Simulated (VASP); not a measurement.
## HfO2: single point with PBE

Crystal: HfO2.

```xyz
6
Lattice="3.8049 0.0000 0.0000 0.0000 3.8049 0.0000 0.0000 0.0000 4.7234" Properties=species:S:1:pos:R:3 pbc="T T T"
Hf    1.9025    1.9025    2.3617
Hf    0.0000    0.0000    0.0000
O     0.0000    1.9025    3.2745
O     1.9025    0.0000    3.8106
O     1.9025    0.0000    1.4489
O     0.0000    1.9025    0.9128
```

This cell differs from its parent crystal: ratio of the length along z to the lengths across it x 0.85, volume and fractional coordinates fixed.

```json
{
 "Program": "VASP 6.6.1",
 "Task": "single point",
 "Functional": "PBE",
 "Potentials or basis": "VASP PAW PBE potentials, release 64 (Hf_pv, O)",
 "Cutoff": "520 eV",
 "k mesh": "8 × 8 × 6",
 "Occupations": "gaussian, width 0.05 eV",
 "Spin": "no spin polarisation"
}
```

```yaml
Pressure: -5.6 GPa
Largest_force: 0.226 eV/Å
Band_gap_on_the_k_mesh: 2.40 eV, indirect (least direct gap 2.41 eV)
```

Forces on the atoms (eV/Å):
```
Hf   0.000  0.000  0.000
Hf   0.000  0.000  0.000
O    0.000  0.000  0.226
O    0.000  0.000 -0.226
O    0.000  0.000 -0.226
O    0.000  0.000  0.226
```

Stress tensor (GPa, compression positive):
```
-25.28   0.00   0.00
  0.00 -25.28   0.00
  0.00   0.00  33.82
```

Levels at points of the mesh, in eV from the valence-band top:
```
           k point  band 19  band 20  band 21  band 22  band 23  band 24  band 25  band 26
(0.00, 0.00, 0.00)    -1.88    -1.88    -0.55    -0.01     2.40     2.88     3.24     4.54
(0.50, 0.00, 0.00)    -2.63    -2.63    -0.14    -0.14     2.87     2.87     4.46     4.46
(0.50, 0.50, 0.00)    -2.10    -2.10    -0.43    -0.43     3.37     3.37     4.87     4.87
(0.00, 0.00, 0.50)    -2.12    -2.12    -1.66    -1.66     3.32     3.32     4.16     4.16
(0.50, 0.00, 0.50)    -2.67    -2.67    -2.15    -2.15     3.52     3.52     4.22     4.22
(0.50, 0.50, 0.50)    -2.70    -2.70    -1.80    -1.80     3.77     3.77     5.03     5.03
```

It took 110 s on 1 thread of Intel(R) Xeon(R) Platinum 8259CL CPU @ 2.50GHz (Skylake/Cascade Lake), on a shared host, peak memory 0.24 GiB.

Caveat: spin-orbit coupling is left out, which moves the levels of the heavy elements. A k mesh can miss the band edges.
